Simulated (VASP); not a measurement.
Runs of VASP 6.6.1 on AgCl. The structure is that of space group P6_3mc (No. 186), or close to it. The cells are those of the table. 

| cell | gap on the mesh (eV) | pressure (GPa) |
| --- | --- | --- |
| a = 4.215, b = 4.215, c = 6.797 Å, angles 90.0, 90.0, 120.0°, 4 atoms | (c) | 2.1 |
| a = 4.259, b = 4.259, c = 6.868 Å, angles 90.0, 90.0, 120.0°, 4 atoms | 1.27 | 0.9 |
| a = 4.346, b = 4.346, c = 7.007 Å, angles 90.0, 90.0, 120.0°, 4 atoms | (a) | -0.9 |
| a = 4.303, b = 4.303, c = 6.939 Å, angles 90.0, 90.0, 120.0°, 4 atoms | 1.30 | -0.1 |
| a = 4.387, b = 4.387, c = 7.075 Å, angles 90.0, 90.0, 120.0°, 4 atoms | (b) | -1.6 |

Alike in all rows: task single point; level PBE; potentials or basis VASP PAW PBE potentials, release 64 (Ag, Cl); no spin polarisation; k mesh 6 × 6 × 4; cutoff (eV) 520; smearing gaussian 0.01 eV.

Q: Fill in the values left out.

A: (a) 1.34; (b) 1.37; (c) 1.23.

A k mesh can miss the band edges, and the runs leave out spin-orbit coupling on Ag.
